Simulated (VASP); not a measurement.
Wanted: the native input for a VASP 6.6.1 run.

| Item | Value |
| --- | --- |
| Task | single point |
| Functional | LDA |
| Potentials or basis | VASP PAW LDA potentials, release 64 (Si, O) |
| Cutoff | 520 eV |
| k mesh | 6 × 6 × 4 |
| Occupations | gaussian, width 0.02 eV |
| Spin | no spin polarisation |
| Dipole correction | no |
| Further INCAR settings | ALGO = Normal; EDIFF = 1e-07; NBANDS = 34 |

The structure of SiO2 lies in POSCAR:

```
SiO2
1.0
    5.1394723645      0.0000000000      0.0000000000
   -2.5697361822      4.4509136297      0.0000000000
    0.0000000000      0.0000000000      5.3884442789
Si O
3 6
Direct
    0.0000000000      0.5000000000      0.3333333333
    0.5000000000      0.5000000000      0.6666666667
    0.5000000000      0.0000000000      0.0000000000
    0.5809457536      0.7904728768      0.8333333333
    0.7904728768      0.5809457536      0.5000000000
    0.7904728768      0.2095271232      0.1666666667
    0.4190542464      0.2095271232      0.8333333333
    0.2095271232      0.4190542464      0.5000000000
    0.2095271232      0.7904728768      0.1666666667
```

This cell differs from its parent crystal: biaxial strain in the a-b plane: +2.0 %, then relaxed in part.

One way to write it, as run:

INCAR

```
SYSTEM = SiO2
PREC     = Accurate       ! precision mode
ENCUT    = 520            ! plane-wave cutoff, eV
EDIFF    = 1E-7           ! SCF threshold, eV
ISMEAR   = 0              ! smearing method
SIGMA    = 0.02           ! smearing width, eV
LREAL    = .False.        ! projectors in reciprocal space
LASPH    = .True.         ! aspherical terms in the spheres
NELM     = 80             ! most SCF steps
ALGO     = Normal         ! electronic algorithm
ISIF     = 2              ! what is computed and relaxed
LWAVE    = .False.        ! write WAVECAR
LCHARG   = .False.        ! write CHGCAR
NBANDS   = 34             ! bands
```

KPOINTS

```
Automatic mesh
0
Gamma
  6 6 4
  0 0 0
```

Potentials or basis: VASP PAW LDA potentials, release 64 (Si, O).

Run with:

```sh
$ cat potpaw_LDA.64/Si/POTCAR potpaw_LDA.64/O/POTCAR > POTCAR
$ mpirun -np 1 vasp_std > vasp.out
```

Results of the run:

The pressure is -1.3 GPa. The largest force is 0.007 eV/Å and the band gap on the k mesh is 5.43 eV, indirect (least direct gap 5.75 eV).

Caveat: the cell differs from its parent crystal (biaxial strain in the a-b plane: +2.0 %, then relaxed in part).

Wall time 49 s on 1 thread of AMD EPYC 9R14 (Zen 4), with other jobs on the host, peak memory 0.19 GiB.
